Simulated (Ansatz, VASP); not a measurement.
# Al2Cu: VASP beside Ansatz

```xyz
3
Lattice="4.1004 0.0000 0.0000 0.0000 4.1004 0.0000 0.0000 0.0000 2.8275" Properties=species:S:1:pos:R:3 pbc="T T T"
Al    2.0502    0.0000    1.4138
Al    0.0000    2.0502    1.4138
Cu    0.0000    0.0000    0.0000
```

Alike in both runs: task single point; functional PBEsol; k mesh 9 × 9 × 12; occupations fermi-dirac, width 0.05 eV; no spin polarisation.

|  | VASP | Ansatz |
| --- | --- | --- |
| version | VASP 6.6.1 | Ansatz 0.2.0 |
| potentials or method | VASP PAW PBE potentials, release 64 (Al, Cu) | PAW with Ansatz's default frozen-core files, scalar-relativistic |
| plane-wave cutoff (eV) | 520 | 420 |
| valence electrons in the cell | 17 | 25 |

|  | VASP | Ansatz | Ansatz less VASP |
| --- | --- | --- | --- |
| pressure (GPa) | 0.2 | 0.0 | -0.21 |
| traceless stress, the component that is largest in VASP (GPa) | -0.05 | -0.03 | +0.019 |

VASP's potentials were made for PBE, not for PBEsol. VASP's potentials hold 17 valence electrons a cell and Ansatz's 25, so a difference there can come from the potentials and not from the codes.
